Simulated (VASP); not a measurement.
Input of a VASP 6.6.1 run:

The input POSCAR:

```
CO2
1.0
    5.6300000000      0.0000000000      0.0000000000
    0.0000000000      5.6300000000      0.0000000000
    0.0000000000      0.0000000000      5.6300000000
C O
4 8
Direct
    0.0000000000      0.0000000000      0.0000000000
    0.5000000000      0.0000000000      0.5000000000
    0.5000000000      0.5000000000      0.0000000000
    0.0000000000      0.5000000000      0.5000000000
    0.1198097946      0.1198097946      0.1198097946
    0.3801902054      0.8801902054      0.6198097946
    0.6198097946      0.3801902054      0.8801902054
    0.8801902054      0.6198097946      0.3801902054
    0.8801902054      0.8801902054      0.8801902054
    0.6198097946      0.1198097946      0.3801902054
    0.3801902054      0.6198097946      0.1198097946
    0.1198097946      0.3801902054      0.6198097946
```

The input INCAR.step1:

```
PREC = Accurate
ENCUT = 520
ISMEAR = -1
SIGMA = 0.02
LREAL = False
LASPH = True
NELM = 80
NBANDS = 44
GGA = PE
ALGO = Normal
EDIFF = 1E-4
LWAVE = True
LCHARG = False
```

Contents of INCAR.step2:

```
PREC = Accurate
ENCUT = 520
EDIFF = 1E-8
ISMEAR = -1
SIGMA = 0.02
LREAL = False
LASPH = True
NELM = 80
ALGO = Normal
ISIF = 2
LWAVE = False
LCHARG = False
METAGGA = R2SCAN
LMIXTAU = True
LEFG = True
NBANDS = 44
ISTART = 1
```

The input KPOINTS:

```
Automatic mesh
0
Gamma
  4 4 4
```

Potentials or basis: VASP PAW PBE potentials, release 64 (C, O).

The run is started by

```console
$ cat potpaw_PBE.64/C/POTCAR potpaw_PBE.64/O/POTCAR > POTCAR
$ cp INCAR.step1 INCAR
$ mpirun -np 1 vasp_std > vasp.out
$ cp INCAR.step2 INCAR
$ mpirun -np 1 vasp_std > vasp.out
```

Task: What does it give for the pressure?

Result: -0.8 GPa.

Task: What does it give for the band gap on the k mesh?

Result: 7.40 eV.

Task: Estimate the largest force.

Result: 0.094 eV/Å.

Electric field gradients, principal values (V/Å²):
```tsv
atom	least	middle	greatest (by size)
1 C	28.526	28.526	-57.052
2 C	28.526	28.526	-57.052
3 C	28.526	28.526	-57.052
4 C	28.526	28.526	-57.052
5 O	-36.821	-36.821	73.641
6 O	-36.821	-36.821	73.641
7 O	-36.821	-36.821	73.641
8 O	-36.821	-36.821	73.641
9 O	-36.821	-36.821	73.641
10 O	-36.821	-36.821	73.641
11 O	-36.821	-36.821	73.641
12 O	-36.821	-36.821	73.641
```

Caveat: without QUAD_EFG the Cq values of the log hold for a quadrupole moment of 1 mb, not for the nuclei; the PAW data sets were made with another functional, which shifts forces and pressure a little. A k mesh can miss the band edges.
